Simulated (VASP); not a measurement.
Runs of VASP 6.6.1 on ZnSe (Stilleite). The structure is that of space group F-43m (No. 216), or close to it. The cells are those of the table. 

```csv
task,cell,cutoff (eV),gap on the mesh (eV),pressure (GPa)
single point,"a = 4.006 Å, angles 60.0°, 2 atoms",520,1.87,0.1
single point,"a = 3.925 Å, angles 60.0°, 2 atoms",520,2.15,(a)
single point,"a = 4.046 Å, angles 60.0°, 2 atoms",520,(b),(c)
single point,"a = 3.966 Å, angles 60.0°, 2 atoms",520,2.01,2.2
single point,"a = 4.085 Å, angles 60.0°, 2 atoms",520,1.62,-3.3
relaxation of cell and atoms,"relaxed from a = 4.008 Å, angles 60.0°, 2 atoms",600,1.87,0.0
```

Alike in all rows: level r2SCAN; potentials or basis VASP PAW PBE potentials, release 64 (Zn, Se); no spin polarisation; k mesh 8 × 8 × 8; smearing gaussian 0.02 eV.

Question: Fill in the values left out.

Answer: (a) 4.8; (b) 1.74; (c) -1.8.

Caveats: the PAW data sets were made with another functional, which shifts forces and pressure a little; the relaxation stopped at its first step, so nothing moved (some runs).

A k mesh can miss the band edges, and the runs leave out spin-orbit coupling on Se.
